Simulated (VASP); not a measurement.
ZnC, 2 atoms in the cell. The typed cell holds 2 atoms: a = 3.105 Å, b = 3.105 Å, c = 3.105 Å, α = 120.04°, β = 119.98°, γ = 89.98°. The cell was generated, and may not be a known phase.

| Quantity | Value |
| --- | --- |
| Program | VASP 6.6.1 |
| Task | single point |
| Functional | PBE |
| Potentials or basis | VASP PAW PBE potentials, release 64 (Zn, C) |
| Cutoff | 520 eV |
| k mesh | 24 × 24 × 24 |
| Occupations | gaussian, width 0.1 eV |
| Spin | no spin polarisation |
| Dipole correction | no |
| Further INCAR settings | ALGO = Fast; EDIFF = 1e-06; NBANDS = 15 |

Potentials or basis: VASP PAW PBE potentials, release 64 (Zn, C).

Run with:

```sh
$ cat potpaw_PBE.64/Zn/POTCAR potpaw_PBE.64/C/POTCAR > POTCAR
$ mpirun -np 1 vasp_std > vasp.out
```

Hardware: 1 thread of Oxide Virtual Turin-like Processor, with other jobs on the host.

**Question.** How long does it take, and how much memory?

**Answer.** Wall time 5.1 min on 1 thread of Oxide Virtual Turin-like Processor (shared host), peak memory 0.65 GiB. Counts: scf iterations 13, k points 1963.
